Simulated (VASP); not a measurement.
A run of VASP 6.6.1:

Contents of INCAR:

```
SYSTEM = VH2
PREC = Accurate ; ENCUT = 520
EDIFF = 1E-6 ; ISMEAR = -1
SIGMA = 0.05 ; LREAL = .False.
LASPH = .True. ; NELM = 150
ALGO = Normal ; ISIF = 2
LWAVE = .False. ; LCHARG = .False.
ISPIN = 2 ; MAGMOM = 1.5 0 0
LORBIT = 11 ; LMAXMIX = 4
GGA = PS ; NBANDS = 18
```

The input KPOINTS:

```
Automatic mesh
0
Gamma
  13 13 13
  0 0 0
```

POSCAR

```
VH2
1.0
    0.0000000000      2.0822021903      2.0822021903
    2.0822021903      0.0000000000      2.0822021903
    2.0822021903      2.0822021903      0.0000000000
V H
1 2
Direct
    0.0000000000      0.0000000000      0.0000000000
    0.2500000000      0.2500000000      0.2500000000
    0.7500000000      0.7500000000      0.7500000000
```

Potentials or basis: VASP PAW PBE potentials, release 64 (V_sv, H).

Command:

```sh
$ cat potpaw_PBE.64/V_sv/POTCAR potpaw_PBE.64/H/POTCAR > POTCAR
$ mpirun -np 1 vasp_std > vasp.out
```

Hardware: 1 thread of Intel(R) Xeon(R) Platinum 8488C (Sapphire Rapids), with other jobs on the host.

**Question.** How long does it take, and how much memory?

**Answer.** Run time: 23 s on 1 thread of Intel(R) Xeon(R) Platinum 8488C (Sapphire Rapids) (shared host), peak memory 0.18 GiB. Counts: scf iterations 12, k points 84.
